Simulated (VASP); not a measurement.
GaN, 8 atoms in the cell. It takes space group F-43m (No. 216, cubic). The conventional cell has a = 4.498 Å, b = 4.498 Å, c = 4.498 Å, α = 90.00°, β = 90.00°, γ = 90.00°. Ga (site symmetry -43m) has 4 N at 1.95 Å within 2.6 Å. N (site symmetry -43m) has 4 Ga at 1.95 Å within 2.6 Å. 

```yaml
Program: VASP 6.6.1
Task: single point
Functional: r2SCAN
Potentials_or_basis: VASP PAW PBE potentials, release 64 (Ga_d, N)
Cutoff: 520 eV
k_mesh: 6 × 6 × 6
Occupations: gaussian, width 0.05 eV
Spin: no spin polarisation
Dipole_correction: no
Further_INCAR_settings: ALGO = Normal; EDIFF = 1e-06; NBANDS = 46
```

Potentials or basis: VASP PAW PBE potentials, release 64 (Ga_d, N).

Command:

```console
$ cat potpaw_PBE.64/Ga_d/POTCAR potpaw_PBE.64/N/POTCAR > POTCAR
$ cp INCAR.step1 INCAR
$ mpirun -np 1 vasp_std > vasp.out
$ cp INCAR.step2 INCAR
$ mpirun -np 1 vasp_std > vasp.out
```

Hardware: 1 thread of Intel Xeon 8259CL (shared host).

Question: How long does it take, and how much memory?

Answer: Wall time 6.5 min on 1 thread of Intel Xeon 8259CL, on a shared host, peak memory 0.25 GiB. Counts: k points 20.
